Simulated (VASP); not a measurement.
Input of a VASP 6.6.1 run:

INCAR

```
SYSTEM = BeTe
PREC = Accurate
ENCUT = 600
EDIFF = 1E-6
ISMEAR = 0
SIGMA = 0.01
LREAL = .False.
LASPH = .True.
NELM = 120
ALGO = Normal
ISIF = 2
LWAVE = .False.
LCHARG = .False.
GGA = PS
NBANDS = 11
GGA_COMPAT = .False.
```

KPOINTS

```
Automatic mesh
0
Gamma
  4 4 4
  0 0 0
```

The input POSCAR:

```
BeTe
1.0
    0.0000000000      2.7745219524      2.7745219524
    2.7745219524      0.0000000000      2.7745219524
    2.7745219524      2.7745219524      0.0000000000
Be Te
1 1
Direct
    0.0000000000      0.0000000000      0.0000000000
    0.2500000000      0.2500000000      0.2500000000
```

Potentials or basis: VASP PAW PBE potentials, release 64 (Be, Te).

The run is started by

```bash
$ cat potpaw_PBE.64/Be/POTCAR potpaw_PBE.64/Te/POTCAR > POTCAR
$ mpirun -np 1 vasp_std > vasp.out
```

(1) What does it give for the pressure?

(2) What does it give for the band gap on the k mesh?

## Answers

(1) 2.7 GPa.

(2) 1.73 eV, indirect (least direct gap 3.54 eV).

Caveat: the k points lie up to 0.49 Å⁻¹ apart; the PAW data sets were made with another functional, which shifts forces and pressure a little; spin-orbit coupling is left out, which moves the levels of the heavy elements.
